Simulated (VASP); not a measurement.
Wanted: the native input for a VASP 6.6.1 run.

- Task: relaxation of cell and atoms
- Functional: PBEsol
- Potentials or basis: VASP PAW PBE potentials, release 64 (Ga_d, Sb, P)
- Cutoff: 600 eV
- k mesh: 6 × 6 × 2
- Occupations: fermi-dirac, width 0.03 eV
- Spin: no spin polarisation
- Dipole correction: no
- Further INCAR settings: ALGO = Normal; EDIFF = 1e-06; IBRION = 2; EDIFFG = -0.01; NSW = 100; ISIF = 3

The structure of Ga2SbP3 lies in POSCAR:

```
Ga2SbP3
1.0
    4.1421245200      0.0000000000      0.0000000000
   -2.0710622600      3.5871850600      0.0000000000
    0.0000000000      0.0000000000     10.2782369700
Ga Sb P
2 1 3
Direct
    0.3333333300      0.6666666700      0.8271350000
    0.6666666700      0.3333333300      0.1728650000
    0.0000000000      0.0000000000      0.5000000000
    0.3333333300      0.6666666700      0.3480920000
    0.6666666700      0.3333333300      0.6519080000
    0.0000000000      0.0000000000      0.0000000000
```

These files were run (other wordings do the same):

INCAR

```
ALGO = Normal
EDIFF = 1E-6
EDIFFG = -0.01
ENCUT = 600
GGA = PS
IBRION = 2
ISIF = 3
ISMEAR = -1
LASPH = T
LCHARG = F
LREAL = F
LWAVE = F
NELM = 60
NSW = 100
PREC = Accurate
SIGMA = 0.03
```

KPOINTS

```
k-points
0
Gamma
  6 6 2
```

Potentials or basis: VASP PAW PBE potentials, release 64 (Ga_d, Sb, P).

Run with:

```sh
$ cat potpaw_PBE.64/Ga_d/POTCAR potpaw_PBE.64/Sb/POTCAR potpaw_PBE.64/P/POTCAR > POTCAR
$ mpirun -np 1 vasp_std > vasp.out
```

It gave:

* Relaxed volume: 18.06 Å³/atom
* Relaxed cell: a = 3.721 Å, b = 3.721 Å, c = 9.038 Å, α = 90.00°, β = 90.00°, γ = 120.00°
* Space group after relaxing (to 0.1 Å): P-3m1 (No. 164)
* Energy gained by relaxing: 469.3 meV/atom
* Ionic steps: 11
* Pressure after relaxing: 0.0 GPa
* Largest force after relaxing: 0.007 eV/Å
* Band gap on the k mesh: zero (bands 23 and 24 overlap by 1.85 eV)

Caveat: the volume moved by over 15 % at a fixed basis, so the end points are rough; the PAW data sets were made with another functional, which shifts forces and pressure a little; spin-orbit coupling is left out, which moves the levels of the heavy elements.

Run time: 9.5 min on 1 thread of Intel(R) Xeon(R) Platinum 8375C CPU @ 2.90GHz (Ice Lake), on a shared host, peak memory 0.38 GiB.
